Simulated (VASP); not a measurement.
# WC (I4/mmm) in VASP: single point with PBEsol

Aim: the single point of WC with PBEsol.

Program: VASP 6.6.1. These are calculated values, not measurements. Logs are shortened: lines on timing, memory, paths and dates and some standing lists are left out, and cuts for length are marked.

## (1) The cell of the first run

Symmetry: I4/mmm, No. 139, tetragonal system. The conventional cell has a = 3.023 Å, b = 3.023 Å, c = 4.385 Å, α = 90.00°, β = 90.00°, γ = 90.00°. Within 2.8 Å of W (site symmetry 4/mmm) lie 6 C at 2.14 to 2.19 Å. Within 2.8 Å of C (site symmetry 4/mmm) lie 6 W at 2.14 to 2.19 Å.

## (2) Single point, PBEsol (strain -0.025 along x and y, +0.000 along z)

INCAR

```
  PREC = Accurate
  ENCUT = 1300
  EDIFF = 1E-6
  ISMEAR = 0
  SIGMA = 0.15
  LREAL = False
  LASPH = True
  NELM = 120
  ALGO = Normal
  ISIF = 2
  LWAVE = False
  LCHARG = False
  GGA = PS
  NBANDS = 16
  GGA_COMPAT = False
```

KPOINTS

```
Automatic mesh
0
Gamma
  18 18 18
```

POSCAR

```
WC
1.0
    0.0000000000      2.1378669000      2.1926840000
    2.1378669000      0.0000000000      2.1926840000
    2.1378669000      2.1378669000      0.0000000000
W C
1 1
Direct
    0.0000000000      0.0000000000      0.0000000000
    0.5000000000      0.5000000000      0.5000000000
```

Potentials or basis: VASP PAW PBE potentials, release 64 (W_sv, C_h).

Started as:

```bash
$ cat potpaw_PBE.64/W_sv/POTCAR potpaw_PBE.64/C_h/POTCAR > POTCAR
$ mpirun -np 1 vasp_std > vasp.out
```

OUTCAR:

```text
PREC = Accurate
   ENCUT = 1300
   EDIFF = 1E-6
   ISMEAR = 0
   LREAL = False
   LASPH = True
   NELM = 120
   ISIF = 2
   GGA = PS

 ion  position               nearest neighbor table
   1  0.000  0.000  0.000-   2 2.14   2 2.14   2 2.14   2 2.14   2 2.19   2 2.19
   2  0.500  0.500  0.500-   1 2.14   1 2.14   1 2.14   1 2.14   1 2.19   1 2.19

  LATTYP: Found a body centered tetragonal cell.
 ALAT       =     3.0234003645
 C/A-ratio  =     1.4504754486

  Lattice vectors:

 A1 = (  -2.1378669000,   0.0000000000,   2.1926840000)
 A2 = (   2.1378669000,   0.0000000000,   2.1926840000)
 A3 = (   0.0000000000,   2.1378669000,  -2.1926840000)

Analysis of symmetry for initial positions (statically):
=====================================================================
 Subroutine PRICEL returns:
 Original cell was already a primitive cell.

 Routine SETGRP: Setting up the symmetry group for a
 body centered tetragonal supercell.

 Subroutine GETGRP returns: Found 16 space group operations
 (whereof 16 operations were pure point group operations)
 out of a pool of 16 trial point group operations.

The static configuration has the point symmetry D_4h.

Analysis of symmetry for dynamics (positions and initial velocities):
=====================================================================
 Subroutine PRICEL returns:
 Original cell was already a primitive cell.

 Routine SETGRP: Setting up the symmetry group for a
 body centered tetragonal supercell.

 Subroutine GETGRP returns: Found 16 space group operations
 (whereof 16 operations were pure point group operations)
 out of a pool of 16 trial point group operations.

The dynamic configuration has the point symmetry D_4h.

 Subroutine INISYM returns: Found 16 space group operations
 (whereof 16 operations are pure point group operations),
 and found     1 'primitive' translations

----------------------------------------------------------------------------------------

                                     Primitive cell

  volume of cell :      20.0432

  direct lattice vectors                    reciprocal lattice vectors
     0.000000000  2.137866900  2.192684000    -0.233877984  0.233877984  0.228031034
     2.137866900  0.000000000  2.192684000     0.233877984 -0.233877984  0.228031034
     2.137866900  2.137866900  0.000000000     0.233877984  0.233877984 -0.228031034

  length of vectors
     3.062407224  3.062407224  3.023400365     0.401741179  0.401741179  0.401741179

  position of ions in fractional coordinates (direct lattice)
     0.000000000  0.000000000  0.000000000
     0.500000000  0.500000000  0.500000000

  ion indices of the primitive-cell ions
   primitive index   ion index
                 1           1
                 2           2

----------------------------------------------------------------------------------------

 KPOINTS: Automatic mesh

Automatic generation of k-mesh.
 Grid dimensions read from file:
 generate k-points for:   18   18   18

 Generating k-lattice:

  Cartesian coordinates                     Fractional coordinates (reciprocal lattice)
    -0.012993221  0.012993221  0.012668391     0.055555556 -0.000000000  0.000000000
     0.012993221 -0.012993221  0.012668391    -0.000000000  0.055555556  0.000000000
     0.012993221  0.012993221 -0.012668391     0.000000000  0.000000000  0.055555556

  Length of vectors
     0.022318954  0.022318954  0.022318954

  Shift w.r.t. Gamma in fractional coordinates (k-lattice)
     0.000000000  0.000000000  0.000000000

 Subroutine IBZKPT returns following result:
 ===========================================

 Found    480 irreducible k-points:

 Following reciprocal coordinates:
            Coordinates               Weight
  0.000000  0.000000  0.000000      1.000000
  0.055556  0.000000  0.000000      8.000000
  0.111111  0.000000  0.000000      8.000000
  0.166667  0.000000  0.000000      8.000000
  0.222222  0.000000  0.000000      8.000000
  0.277778  0.000000  0.000000      8.000000
[... 16 lines left out ...]
 -0.277778  0.055556  0.000000      8.000000
 -0.222222  0.055556  0.000000      8.000000
 [... further k-points ...]
   k-points           NKPTS =    480   k-points in BZ     NKDIM =    480   number of bands    NBANDS=     16
   number of dos      NEDOS =    301   number of ions     NIONS =      2
   total plane-waves  NPLWV =  46656
   dimension x,y,z NGX =    36 NGY =   36 NGZ =   36
   dimension x,y,z NGXF=    72 NGYF=   72 NGZF=   72
   ions per type =               1   1
   NGX,Y,Z   is equivalent  to a cutoff of  19.54, 19.54, 19.80 a.u.
   NGXF,Y,Z  is equivalent  to a cutoff of  39.09, 39.09, 39.59 a.u.
 SYSTEM =  unknown system
   PREC   = accura    normal or accurate (medium, high low for compatibility)
   ISTART =      0    job   : 0-new  1-cont  2-samecut
   ICHARG =      2    charge: 1-file 2-atom 10-const
   ISPIN  =      1    spin polarized calculation?
   LNONCOLLINEAR =      F non collinear calculations
   LSORBIT =      F    spin-orbit coupling
   LASPH  =      T    aspherical Exc in radial PAW
   ENCUT  = 1300.0 eV  95.55 Ry    9.77 a.u.   9.00  9.00  8.89*2*pi/ulx,y,z
   NELM   =    120;   NELMIN=  2; NELMDL= -5     # of ELM steps
   EDIFF  = 0.1E-05   stopping-criterion for ELM
   LREAL  =      F    real-space projection
[... 7 lines left out ...]
   TEBEG  =    0.0;   TEEND  =   0.0 temperature during run
   PSTRESS=    0.0 pullay stress
   NELECT =      18.0000    total number of electrons
   NUPDOWN=      -1.0000    fix difference up-down
   EMIN   =  10.00;   EMAX   =-10.00  energy-range for DOS
   EFERMI =   0.00;   METHOD = LEGACY
   ISMEAR =     0;   SIGMA  =   0.15  broadening in eV -4-tet -1-fermi 0-gaus
   EFERMI_NEDOS =   21; number of points for ismear=-14 and -15
   IALGO  =     38    algorithm
   IMIX   =      4    mixing-type and parameters
     AMIX     =   0.40;   BMIX     =  1.00
     AMIX_MAG =   1.60;   BMIX_MAG =  1.00
  volume/ion in A,a.u.               =      10.02        67.63
  Fermi-wavevector in a.u.,A,eV,Ry     =   1.579465  2.984755 33.942565  2.494708
  Thomas-Fermi vector in A             =   2.679840
   LORBIT       =      0    0 simple, 1 ext, 2 COOP (PROOUT), +10 PAW based schemes
   GGA     = PS    functional components
   LHFCALC =     F    Hartree Fock is set to
   AEXX    =    0.0000 exact exchange contribution
   IVDW    =     0    specifies the selected vdW correction
   LEPSILON=     F    determine dielectric tensor
   LRPA    =     F    only Hartree local field effects (RPA)
 non-spin polarized calculation
 Gauss-broadening in eV      SIGMA  =   0.15
  energy-cutoff  :     1300.00
  volume of cell :       20.04
 maximum number of plane-waves:      2163
   NGX = 17   NGY = 17   NGZ = 17

 number of electron      18.0000000 magnetization

 Free energy of the ion-electron system (eV)
  ---------------------------------------------------
  ext. energy  EPLUGINS =         0.00000000
  ---------------------------------------------------
  free energy    TOTEN  =       -22.97555851 eV

  energy without entropy =      -22.96594144  energy(sigma->0) =      -22.97074997

 E-fermi :  13.3673     XC(G=0): -14.1638

 val. band max:       13.3630678662   @ k =   0.0556   0.0000   0.0000
 cond. band min:      13.3744718417   @ k =   0.2222   0.0556   0.0000
 fundamental gap:      0.0114039755
 Fermi energy:        13.3673265944

 k-point     1 :       0.0000    0.0000    0.0000
  band No.  band energies     occupation
      1     -61.9545      2.00000
      2     -25.9476      2.00000
      3     -25.9476      2.00000
      4     -25.9463      2.00000
      5      -2.8497      2.00000
      6      10.2074      2.00000
[... 8 lines left out ...]
     15      22.9574      0.00000
     16      37.3208      0.00000

 k-point     2 :       0.0556    0.0000    0.0000
  band No.  band energies     occupation
      1     -61.9531      2.00000
      2     -25.9700      2.00000
      3     -25.9495      2.00000
      4     -25.9495      2.00000
      5      -2.7557      2.00000
      6      10.0190      2.00000
[... 8 lines left out ...]
     15      23.1814      0.00000
     16      36.2527      0.00000

 k-point     3 :       0.1111    0.0000    0.0000
  band No.  band energies     occupation
      1     -61.9490      2.00000
      2     -26.0353      2.00000
      3     -25.9575      2.00000
      4     -25.9550      2.00000
      5      -2.4796      2.00000
      6       9.3052      2.00000
[... 8 lines left out ...]
     15      23.8115      0.00000
     16      34.3307      0.00000

 k-point     4 :       0.1667    0.0000    0.0000
  band No.  band energies     occupation
      1     -61.9426      2.00000
      2     -26.1339      2.00000
      3     -25.9699      2.00000
      4     -25.9635      2.00000
      5      -2.0375      2.00000
      6       8.3751      2.00000
[... 8 lines left out ...]
     15      24.7054      0.00000
     16      32.5022      0.00000
[... 324 lines left out ...]
 k-point    22 :      -0.3333    0.0556    0.0000
  band No.  band energies     occupation
      1     -61.9154      2.00000
      2     -26.5259      2.00000
      3     -26.0429      2.00000
      4     -25.9913      2.00000
      5       0.3492      2.00000
      6       5.0686      2.00000
[... 8 lines left out ...]
     15      26.9238      0.00000
     16      27.4404      0.00000

 k-point    23 :      -0.2778    0.0556    0.0000
  band No.  band energies     occupation
      1     -61.9227      2.00000
      2     -26.4217      2.00000
      3     -26.0294      2.00000
      4     -25.9794      2.00000
      5      -0.4274      2.00000
      6       5.9967      2.00000
[... 8 lines left out ...]
     15      26.4453      0.00000
     16      28.7047      0.00000

 k-point    24 :      -0.2222    0.0556    0.0000
  band No.  band energies     occupation
      1     -61.9308      2.00000
      2     -26.3032      2.00000
      3     -26.0127      2.00000
      4     -25.9679      2.00000
      5      -1.1439      2.00000
      6       6.9597      2.00000
[... 8 lines left out ...]
     15      25.9269      0.00000
     16      30.1163      0.00000

 [... further k-points ...]

------------------------ aborting loop because EDIFF is reached ----------------------------------------

  FORCE on cell =-STRESS in cart. coord.  units (eV):
  Direction    XX          YY          ZZ          XY          YZ          ZX
  --------------------------------------------------------------------------------------
  -------------------------------------------------------------------------------------
  Total        2.1447545      2.1447545     -0.0835718      0.0000000      0.0000000      0.0000000
  in kB      171.4434098    171.4434098     -6.6804102      0.0000000      0.0000000      0.0000000
  external PRESSURE =     112.0688032 kB  Pullay stress =       0.0000000 kB

 VOLUME and BASIS-vectors are now :
 -----------------------------------------------------------------------------
  energy-cutoff  :     1300.00
  volume of cell :       20.04
      direct lattice vectors                 reciprocal lattice vectors
     0.000000000  2.137866900  2.192684000    -0.233877984  0.233877984  0.228031034
     2.137866900  0.000000000  2.192684000     0.233877984 -0.233877984  0.228031034
     2.137866900  2.137866900  0.000000000     0.233877984  0.233877984 -0.228031034

 POSITION                                       TOTAL-FORCE (eV/Angst)
 -----------------------------------------------------------------------------------
      0.00000      0.00000      0.00000        -0.000000     -0.000000     -0.000000
      2.13787      2.13787      2.19268         0.000000      0.000000      0.000000
 -----------------------------------------------------------------------------------
    total drift:                               -0.000000      0.000000      0.000000

  FREE ENERGIE OF THE ION-ELECTRON SYSTEM (eV)
  ---------------------------------------------------
  free  energy   TOTEN  =       -22.9755585070 eV

  energy  without entropy=      -22.9659414379  energy(sigma->0) =      -22.97074997
```

Wall time 4.9 min (1 thread of Intel Xeon Platinum 8488C (Sapphire Rapids), shared host); peak memory 0.69 GiB.

What came out:

- Free energy: -22.9756 eV
- Pressure: 11.2 GPa
- Band gap on the k mesh: zero (bands 9 and 10 overlap by 3.27 eV)

Stress tensor (GPa, compression positive):
```
17.14  0.00  0.00
 0.00 17.14  0.00
 0.00  0.00 -0.67
```

Caveat: the cell differs from its parent crystal (strain -0.025 along x and y, +0.000 along z); the stress differs along the axes, from -1 to 17 GPa; the PAW data sets were made with another functional, which shifts forces and pressure a little; spin-orbit coupling is left out, which moves the levels of the heavy elements.
